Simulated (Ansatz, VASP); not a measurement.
## TaAl2N3: VASP beside Ansatz

The input INCAR:

```
SYSTEM = TaAl2N3
  ALGO = Normal
  EDIFF = 1E-6
  EDIFFG = -0.01
  ENCUT = 600
  GGA = PE
  IBRION = 2
  ISIF = 3
  ISMEAR = 0
  LASPH = .TRUE.
  LCHARG = .FALSE.
  LREAL = .FALSE.
  LWAVE = .FALSE.
  NELM = 100
  NSW = 100
  PREC = Accurate
  SIGMA = 0.1
```

Contents of KPOINTS:

```
k-points
0
G
  12 12 14
  0 0 0
```

POSCAR

```
TaAl2N3
1.0
    5.0019792304      0.0000000000      0.0000000000
   -2.5009896152      4.3318410828      0.0000000000
    0.0000000000      0.0000000000      2.7424792729
Ta Al N
1 2 3
Direct
    0.0000000000      0.0000000000      0.0000000000
    0.3333333333      0.6666666667      0.5000000000
    0.6666666667      0.3333333333      0.5000000000
    0.5000000000      0.0000000000      0.0000000000
    0.5000000000      0.5000000000      0.0000000000
    0.0000000000      0.5000000000      0.0000000000
```

Input for Ansatz:

```yaml
crystal:
  lattice:
    - [5.0019792304, 0.0, 0.0]
    - [-2.5009896152, 4.3318410828, 0.0]
    - [0.0, 0.0, 2.7424792729]
  atoms:
    - { symbol: Ta, position: [0.0, 0.0, 0.0] }
    - { symbol: Al, position: [0.3333333333, 0.6666666667, 0.5] }
    - { symbol: Al, position: [0.6666666667, 0.3333333333, 0.5] }
    - { symbol: "N", position: [0.5, 0.0, 0.0] }
    - { symbol: "N", position: [0.5, 0.5, 0.0] }
    - { symbol: "N", position: [0.0, 0.5, 0.0] }
basis:
  ecutwfc: 420
kpoints:
  mp_grid: { grid: [12, 12, 14] }
hamiltonian:
  xc: pbe
scf:
  occupations: { method: gaussian, width: 0.1 }
output:
  forces: true
  stress: true
  eigenvalues: true
  write_density: true
  write_potential: true
  elf: true
  volumetric_format: npy
relax:
  adjacent_minimum: "off"
  f_tol: 0.01
  max_steps: 80
  cell: { stress_tol: 0.05 }
```

Alike in both runs: task relaxation of cell and atoms; functional PBE; k mesh 12 × 12 × 14; occupations gaussian, width 0.1 eV; no spin polarisation.

```csv
,VASP,Ansatz
version,VASP 6.6.1,Ansatz 0.2.0
potentials or method,"VASP PAW PBE potentials, release 64 (Ta_pv, Al, N), cutoff 600 eV","scalar-relativistic, plane waves, PAW"
valence electrons in the cell,32,34
```

Ansatz gave:

| Item | Value |
| --- | --- |
| gap on the k mesh at the Fermi level, each at its own relaxed structure (eV) | none |
| relaxed volume (Å³/atom) | 9.93 |
| relaxed cell length with the largest relative difference (Å) | 2.743 |

**Question.** Which values does VASP return?

**Answer.** gap on the k mesh at the Fermi level, each at its own relaxed structure (eV): none; relaxed volume (Å³/atom): 9.92; relaxed cell length with the largest relative difference (Å): 2.741.

A gap of «none» marks a metal or a gap that the smearing closes. VASP's potentials hold 32 valence electrons a cell and Ansatz's 34, so a difference there can come from the potentials and not from the codes.

Spin-orbit coupling is off throughout.
